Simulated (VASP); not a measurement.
# Pd (Fm-3m) in VASP: further runs

Runs on Pd. Level: PBEsol. Tasks: single point, relaxation of cell and atoms.

Everything below comes from runs of VASP 6.6.1. Logs are shortened: lines on timing, memory, paths and dates and some standing lists are left out, and cuts for length are marked.

## 1. The cell of the first run

It takes space group Fm-3m (No. 225, cubic). The conventional cell has a = 3.877 Å, b = 3.877 Å, c = 3.877 Å, α = 90.00°, β = 90.00°, γ = 90.00°. Pd (site symmetry m-3m) has 12 Pd at 2.74 Å within 3.6 Å.

## 2. Single point, PBEsol

The input, INCAR:

```
  ALGO = Normal
  EDIFF = 1E-6
  ENCUT = 500
  GGA = PS
  GGA_COMPAT = False
  ISIF = 2
  ISMEAR = -1
  LASPH = True
  LCHARG = False
  LREAL = False
  LWAVE = False
  NBANDS = 11
  NELM = 120
  PREC = Accurate
  SIGMA = 0.1
```

The input, KPOINTS:

```
k-points
0
Gamma
  10 10 10
```

The input, POSCAR:

```
Pd
1.0
    0.0000000000      1.9384608481      1.9384608481
    1.9384608481      0.0000000000      1.9384608481
    1.9384608481      1.9384608481      0.0000000000
Pd
1
Direct
    0.0000000000      0.0000000000      0.0000000000
```

Potentials or basis: VASP PAW PBE potentials, release 64 (Pd).

The run is started by

```bash
> cat potpaw_PBE.64/Pd/POTCAR > POTCAR
> mpirun -np 1 vasp_std > vasp.out
```

OUTCAR:

```text
EDIFF = 1E-6
   ENCUT = 500
   GGA = PS
   ISIF = 2
   ISMEAR = -1
   LASPH = True
   LREAL = False
   NELM = 120
   PREC = Accurate

 ion  position               nearest neighbor table
   1  0.000  0.000  0.000-

  LATTYP: Found a face centered cubic cell.
 ALAT       =     3.8769216962

  Lattice vectors:

 A1 = (   0.0000000000,   1.9384608481,   1.9384608481)
 A2 = (   1.9384608481,   0.0000000000,   1.9384608481)
 A3 = (   1.9384608481,   1.9384608481,   0.0000000000)

Analysis of symmetry for initial positions (statically):
=====================================================================
 Subroutine PRICEL returns:
 Original cell was already a primitive cell.

 Routine SETGRP: Setting up the symmetry group for a
 face centered cubic supercell.

 Subroutine GETGRP returns: Found 48 space group operations
 (whereof 48 operations were pure point group operations)
 out of a pool of 48 trial point group operations.

The static configuration has the point symmetry O_h .

Analysis of symmetry for dynamics (positions and initial velocities):
=====================================================================
 Subroutine PRICEL returns:
 Original cell was already a primitive cell.

 Routine SETGRP: Setting up the symmetry group for a
 face centered cubic supercell.

 Subroutine GETGRP returns: Found 48 space group operations
 (whereof 48 operations were pure point group operations)
 out of a pool of 48 trial point group operations.

The dynamic configuration has the point symmetry O_h .

 Subroutine INISYM returns: Found 48 space group operations
 (whereof 48 operations are pure point group operations),
 and found     1 'primitive' translations

----------------------------------------------------------------------------------------

                                     Primitive cell

  volume of cell :      14.5680

  direct lattice vectors                    reciprocal lattice vectors
     0.000000000  1.938460848  1.938460848    -0.257936600  0.257936600  0.257936600
     1.938460848  0.000000000  1.938460848     0.257936600 -0.257936600  0.257936600
     1.938460848  1.938460848  0.000000000     0.257936600  0.257936600 -0.257936600

  length of vectors
     2.741397622  2.741397622  2.741397622     0.446759296  0.446759296  0.446759296

  position of ions in fractional coordinates (direct lattice)
     0.000000000  0.000000000  0.000000000

  ion indices of the primitive-cell ions
   primitive index   ion index
                 1           1

----------------------------------------------------------------------------------------

 KPOINTS: k-points

Automatic generation of k-mesh.
 Grid dimensions read from file:
 generate k-points for:   10   10   10

 Generating k-lattice:

  Cartesian coordinates                     Fractional coordinates (reciprocal lattice)
    -0.025793660  0.025793660  0.025793660     0.100000000  0.000000000  0.000000000
     0.025793660 -0.025793660  0.025793660     0.000000000  0.100000000  0.000000000
     0.025793660  0.025793660 -0.025793660     0.000000000  0.000000000  0.100000000

  Length of vectors
     0.044675930  0.044675930  0.044675930

  Shift w.r.t. Gamma in fractional coordinates (k-lattice)
     0.000000000  0.000000000  0.000000000

 Subroutine IBZKPT returns following result:
 ===========================================

 Found     47 irreducible k-points:

 Following reciprocal coordinates:
            Coordinates               Weight
  0.000000  0.000000  0.000000      1.000000
  0.100000  0.000000  0.000000      8.000000
  0.200000  0.000000  0.000000      8.000000
  0.300000  0.000000  0.000000      8.000000
  0.400000  0.000000  0.000000      8.000000
  0.500000  0.000000  0.000000      4.000000
[... 16 lines left out ...]
  0.300000  0.300000  0.000000      6.000000
  0.400000  0.300000  0.000000     24.000000
 [... further k-points ...]
   k-points           NKPTS =     47   k-points in BZ     NKDIM =     47   number of bands    NBANDS=     11
   number of dos      NEDOS =    301   number of ions     NIONS =      1
   total plane-waves  NPLWV =   8000
   dimension x,y,z NGX =    20 NGY =   20 NGZ =   20
   dimension x,y,z NGXF=    40 NGYF=   40 NGZF=   40
   ions per type =               1
   NGX,Y,Z   is equivalent  to a cutoff of  12.13, 12.13, 12.13 a.u.
   NGXF,Y,Z  is equivalent  to a cutoff of  24.26, 24.26, 24.26 a.u.
 SYSTEM =  unknown system
   PREC   = accura    normal or accurate (medium, high low for compatibility)
   ISTART =      0    job   : 0-new  1-cont  2-samecut
   ICHARG =      2    charge: 1-file 2-atom 10-const
   ISPIN  =      1    spin polarized calculation?
   LNONCOLLINEAR =      F non collinear calculations
   LSORBIT =      F    spin-orbit coupling
   LASPH  =      T    aspherical Exc in radial PAW
   ENCUT  =  500.0 eV  36.75 Ry    6.06 a.u.   5.00  5.00  5.00*2*pi/ulx,y,z
   NELM   =    120;   NELMIN=  2; NELMDL= -5     # of ELM steps
   EDIFF  = 0.1E-05   stopping-criterion for ELM
   LREAL  =      F    real-space projection
   EDIFFG = 0.1E-04   stopping-criterion for IOM
   NSW    =      0    number of steps for IOM
   IBRION =     -1    ionic relax: 0-MD 1-quasi-New 2-CG
   NFREE  =      0    steps in history (QN), initial steepest desc. (CG)
   ISIF   =      2    stress and relaxation
   ISYM   =      2    0-nonsym 1-usesym 2-fastsym
   POTIM  = 0.5000    time-step for ionic-motion
   TEBEG  =    0.0;   TEEND  =   0.0 temperature during run
   PSTRESS=    0.0 pullay stress
   NELECT =      10.0000    total number of electrons
   NUPDOWN=      -1.0000    fix difference up-down
   EMIN   =  10.00;   EMAX   =-10.00  energy-range for DOS
   EFERMI =   0.00;   METHOD = LEGACY
   ISMEAR =    -1;   SIGMA  =   0.10  broadening in eV -4-tet -1-fermi 0-gaus
   EFERMI_NEDOS =   21; number of points for ismear=-14 and -15
   IALGO  =     38    algorithm
   IMIX   =      4    mixing-type and parameters
     AMIX     =   0.40;   BMIX     =  1.00
     AMIX_MAG =   1.60;   BMIX_MAG =  1.00
  volume/ion in A,a.u.               =      14.57        98.31
  Fermi-wavevector in a.u.,A,eV,Ry     =   1.444135  2.729019 28.375303  2.085526
  Thomas-Fermi vector in A             =   2.562464
   LORBIT       =      0    0 simple, 1 ext, 2 COOP (PROOUT), +10 PAW based schemes
   GGA     = PS    functional components
   LHFCALC =     F    Hartree Fock is set to
   AEXX    =    0.0000 exact exchange contribution
   IVDW    =     0    specifies the selected vdW correction
   LEPSILON=     F    determine dielectric tensor
   LRPA    =     F    only Hartree local field effects (RPA)
 non-spin polarized calculation
  energy-cutoff  :      500.00
  volume of cell :       14.57
 maximum number of plane-waves:       378
   NGX =  9   NGY =  9   NGZ =  9

 number of electron      10.0000002 magnetization

 Free energy of the ion-electron system (eV)
  ---------------------------------------------------
  ext. energy  EPLUGINS =         0.00000000
  ---------------------------------------------------
  free energy    TOTEN  =        -6.00250240 eV

  energy without entropy =       -5.94816335  energy(sigma->0) =       -5.97533287

 E-fermi :   9.8868     XC(G=0): -13.4561

 val. band max:        9.8443749143   @ k =  -0.4000   0.4000   0.0000
 cond. band min:       9.8882052529   @ k =   0.5000   0.2000   0.0000
 fundamental gap:      0.0438303386
 Fermi energy:         9.8867964776

 k-point     1 :       0.0000    0.0000    0.0000
  band No.  band energies     occupation
      1       2.4945      2.00000
      2       6.9315      2.00000
      3       6.9315      2.00000
      4       6.9315      2.00000
      5       8.5940      2.00000
      6       8.5940      2.00000
      7      26.9656      0.00000
      8      31.8027      0.00000
      9      31.8027      0.00000
     10      31.8027      0.00000
     11      35.9143      0.00000

 k-point     2 :       0.1000    0.0000    0.0000
  band No.  band energies     occupation
      1       2.8557      2.00000
      2       6.8085      2.00000
      3       7.0524      2.00000
      4       7.0524      2.00000
      5       8.5404      2.00000
      6       8.5404      2.00000
      7      27.3214      0.00000
      8      29.8235      0.00000
      9      32.2237      0.00000
     10      32.2237      0.00000
     11      35.9889      0.00000

 k-point     3 :       0.2000    0.0000    0.0000
  band No.  band energies     occupation
      1       3.7686      2.00000
      2       6.6811      2.00000
      3       7.2376      2.00000
      4       7.2376      2.00000
      5       8.5727      2.00000
      6       8.5727      2.00000
      7      26.1470      0.00000
      8      28.2156      0.00000
      9      33.2261      0.00000
     10      33.2261      0.00000
     11      35.7086      0.00000

 k-point     4 :       0.3000    0.0000    0.0000
  band No.  band energies     occupation
      1       4.4486      2.00000
      2       7.1586      2.00000
      3       7.1586      2.00000
      4       7.4344      2.00000
      5       9.0102      1.99969
      6       9.0102      1.99969
      7      22.5593      0.00000
      8      27.6188      0.00000
      9      33.2335      0.00000
     10      33.2335      0.00000
     11      36.0949      0.00000
[... 239 lines left out ...]
 k-point    22 :      -0.2000    0.2000    0.0000
  band No.  band energies     occupation
      1       5.3244      2.00000
      2       6.1974      2.00000
      3       7.0153      2.00000
      4       7.8811      2.00000
      5       8.0353      2.00000
      6      10.4852      0.00503
      7      24.2182      0.00000
      8      25.1370      0.00000
      9      30.4034      0.00000
     10      33.0029      0.00000
     11      34.3266      0.00000

 k-point    23 :       0.3000    0.3000    0.0000
  band No.  band energies     occupation
      1       4.8750      2.00000
      2       5.3133      2.00000
      3       8.6437      1.99999
      4       8.7447      1.99998
      5       8.7447      1.99998
      6       9.3595      1.98979
      7      26.4796      0.00000
      8      26.4796      0.00000
      9      26.9424      0.00000
     10      30.2792      0.00000
     11      31.9751      0.00000

 k-point    24 :       0.4000    0.3000    0.0000
  band No.  band energies     occupation
      1       4.8779      2.00000
      2       5.1650      2.00000
      3       8.3468      2.00000
      4       8.8697      1.99992
      5       9.7583      1.56673
      6      10.8627      0.00012
      7      23.5336      0.00000
      8      25.1655      0.00000
      9      25.4657      0.00000
     10      30.7692      0.00000
     11      33.0726      0.00000

 [... further k-points ...]

------------------------ aborting loop because EDIFF is reached ----------------------------------------

  FORCE on cell =-STRESS in cart. coord.  units (eV):
  Direction    XX          YY          ZZ          XY          YZ          ZX
  --------------------------------------------------------------------------------------
  -------------------------------------------------------------------------------------
  Total       -0.0233657     -0.0233657     -0.0233657      0.0000000      0.0000000      0.0000000
  in kB       -2.5697292     -2.5697292     -2.5697292      0.0000000      0.0000000      0.0000000
  external PRESSURE =      -2.5697292 kB  Pullay stress =       0.0000000 kB

 VOLUME and BASIS-vectors are now :
 -----------------------------------------------------------------------------
  energy-cutoff  :      500.00
  volume of cell :       14.57
      direct lattice vectors                 reciprocal lattice vectors
     0.000000000  1.938460848  1.938460848    -0.257936600  0.257936600  0.257936600
     1.938460848  0.000000000  1.938460848     0.257936600 -0.257936600  0.257936600
     1.938460848  1.938460848  0.000000000     0.257936600  0.257936600 -0.257936600

 POSITION                                       TOTAL-FORCE (eV/Angst)
 -----------------------------------------------------------------------------------
      0.00000      0.00000      0.00000         0.000000      0.000000     -0.000000
 -----------------------------------------------------------------------------------
    total drift:                                0.000000     -0.000000      0.000000

  FREE ENERGIE OF THE ION-ELECTRON SYSTEM (eV)
  ---------------------------------------------------
  free  energy   TOTEN  =        -6.0025023994 eV

  energy  without entropy=       -5.9481633505  energy(sigma->0) =       -5.97533287
```

Wall time 3 s (1 thread of Intel Xeon 6975P-C (Granite Rapids), shared host); peak memory 0.12 GiB.

Results:

* Free energy: -6.0025 eV
* Pressure: -0.3 GPa
* Band gap on the k mesh: zero (band 5 reaches 10.15 eV, above the bottom of band 6 at 8.54 eV)

Caveat: the PAW data sets were made with another functional, which shifts forces and pressure a little.

## 3. Relaxation of cell and atoms, PBEsol

This run uses another cell than the first one, of 14.75 Å³/atom, 1.012 times its volume.

The input, INCAR:

```
ALGO     = Normal         # electronic algorithm
EDIFF    = 1E-7           # SCF threshold, eV
EDIFFG   = -0.02          # ionic threshold
ENCUT    = 500            # plane-wave cutoff, eV
GGA      = PS             # functional
GGA_COMPAT= False        
IBRION   = 2              # ionic algorithm
ISIF     = 3              # what is computed and relaxed
ISMEAR   = -1             # smearing method
LASPH    = True           # aspherical terms in the spheres
LCHARG   = False          # write CHGCAR
LREAL    = False          # projectors in reciprocal space
LWAVE    = False          # write WAVECAR
NELM     = 120            # most SCF steps
NELMIN   = 4            
NSW      = 60             # ionic steps
PREC     = Accurate       # precision mode
SIGMA    = 0.1            # smearing width, eV
```

KPOINTS is that of step 2.

The input, POSCAR:

```
Pd
1.0
    0.0000000000      1.9465000000      1.9465000000
    1.9465000000      0.0000000000      1.9465000000
    1.9465000000      1.9465000000      0.0000000000
Pd
1
Direct
    0.0000000000      0.0000000000      0.0000000000
```

Potentials or basis: VASP PAW PBE potentials, release 64 (Pd).

The run is started by

```bash
> cat potpaw_PBE.64/Pd/POTCAR > POTCAR
> mpirun -np 1 vasp_std > vasp.out
```

Run time: 5.7 s. Hardware: 1 thread of Intel Xeon 6975P-C (Granite Rapids), shared host; peak memory 0.13 GiB.

It converged, with:

- Free energy: -6.0026 eV
- Relaxed volume: 14.55 Å³/atom
- Relaxed cell: a = 2.740 Å, b = 2.740 Å, c = 2.740 Å, α = 60.00°, β = 60.00°, γ = 60.00°
- Space group after relaxing (to 0.05 Å): Fm-3m (No. 225)
- Energy gained by relaxing: 1.7 meV/atom
- Ionic steps: 3
- Pressure after relaxing: 0.0 GPa
- Band gap on the k mesh: zero (band 5 reaches 10.17 eV, above the bottom of band 6 at 8.56 eV)

The path:
```
step  energy change (eV)  largest force (eV/Å)  pressure (GPa)  volume (Å³)
   1              0.0000                0.0000           -2.68        14.75
   2              0.0029                0.0000            4.79        14.23
   3             -0.0017                0.0000           -0.01        14.55
```

Final structure:
```xyz
1
Lattice="0.0000 1.9376 1.9376 1.9376 0.0000 1.9376 1.9376 1.9376 0.0000" Properties=species:S:1:pos:R:3 pbc="T T T"
Pd    0.0000    0.0000    0.0000
```

Levels at points of the mesh, in eV from the Fermi level:
| k point | band 3 | band 4 | band 5 | band 6 | band 7 | band 8 |
| --- | --- | --- | --- | --- | --- | --- |
| (0.00, 0.00, 0.00) | -2.96 | -2.96 | -1.30 | -1.30 | 17.08 | 21.92 |
| (0.50, 0.00, 0.00) | -3.01 | -0.06 | -0.06 | 0.83 | 7.33 | 16.44 |
| (0.50, 0.50, 0.00) | -0.09 | 0.26 | 0.26 | 3.20 | 10.81 | 13.13 |

Caveat: the PAW data sets were made with another functional, which shifts forces and pressure a little.
